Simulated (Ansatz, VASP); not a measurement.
**Two plane-wave programs on CaO**

The input INCAR:

```
SYSTEM = CaO
PREC     = Accurate       ! precision mode
ENCUT    = 520            ! plane-wave cutoff, eV
EDIFF    = 1E-6           ! SCF threshold, eV
ISMEAR   = 0              ! smearing method
SIGMA    = 0.05           ! smearing width, eV
LREAL    = .False.        ! projectors in reciprocal space
LASPH    = .True.         ! aspherical terms in the spheres
NELM     = 60             ! most SCF steps
ALGO     = Normal         ! electronic algorithm
ISIF     = 2              ! what is computed and relaxed
LWAVE    = .False.        ! write WAVECAR
LCHARG   = .False.        ! write CHGCAR
GGA      = PS             ! functional
NBANDS   = 24             ! bands
```

Contents of KPOINTS:

```
Automatic mesh
0
Gamma
  9 9 6
  0 0 0
```

The input POSCAR:

```
CaO
1.0
    3.9520560662      0.0000000000      0.0000000000
   -1.9760280331      3.4917240001      0.0000000000
    0.0000000000      0.0000000000      4.7848400100
Ca O
2 2
Direct
    0.3333333333      0.6666666667      0.7500000000
    0.6666666667      0.3333333333      0.2500000000
    0.3333333333      0.6666666667      0.2500000000
    0.6666666667      0.3333333333      0.7500000000
```

Input for Ansatz:

```yaml
crystal:
  lattice:
    - [3.9520560662, 0.0, 0.0]
    - [-1.9760280331, 3.4917240001, 0.0]
    - [0.0, 0.0, 4.78484001]
  atoms:
    - { symbol: Ca, position: [0.3333333333, 0.6666666667, 0.75] }
    - { symbol: Ca, position: [0.6666666667, 0.3333333333, 0.25] }
    - { symbol: O, position: [0.3333333333, 0.6666666667, 0.25] }
    - { symbol: O, position: [0.6666666667, 0.3333333333, 0.75] }
basis:
  ecutwfc: 420
kpoints:
  mp_grid: { grid: [9, 9, 6] }
hamiltonian:
  xc: pbesol
scf:
  occupations: { method: gaussian, width: 0.05 }
output:
  forces: true
  stress: true
  eigenvalues: true
```

Change from the starting cell: strain -0.0100 x Voigt [1, -1, 0, 0, 0, 0], atoms carried along.

Alike in both runs: task single point; functional PBEsol; k mesh 9 × 9 × 6; occupations gaussian, width 0.05 eV; no spin polarisation.

|  | VASP | Ansatz |
| --- | --- | --- |
| version | VASP 6.6.1 | Ansatz 0.2.0 |
| potentials or method | VASP PAW PBE potentials, release 64 (Ca_sv, O), cutoff 520 eV | scalar-relativistic, plane waves, PAW |
| valence electrons in the cell | 32 | 32 |

Ansatz gave:

| Item | Value |
| --- | --- |
| gap on the k mesh at the Fermi level (eV) | 3.05 |
| least direct gap on the mesh (eV) | 3.05 |
| pressure (GPa) | -2.3 |
| traceless stress, the component that is largest in VASP (GPa) | 0.86 |
| rms of the force components (eV/Å) | 0.055 |

Task: Estimate VASP's values.

Result: gap on the k mesh at the Fermi level (eV): 3.03; least direct gap on the mesh (eV): 3.03; pressure (GPa): -1.9; traceless stress, the component that is largest in VASP (GPa): 0.86; rms of the force components (eV/Å): 0.058.

VASP's potentials were made for PBE, not for PBEsol. Atom by atom the forces differ by 0.003 eV/Å (rms over components).
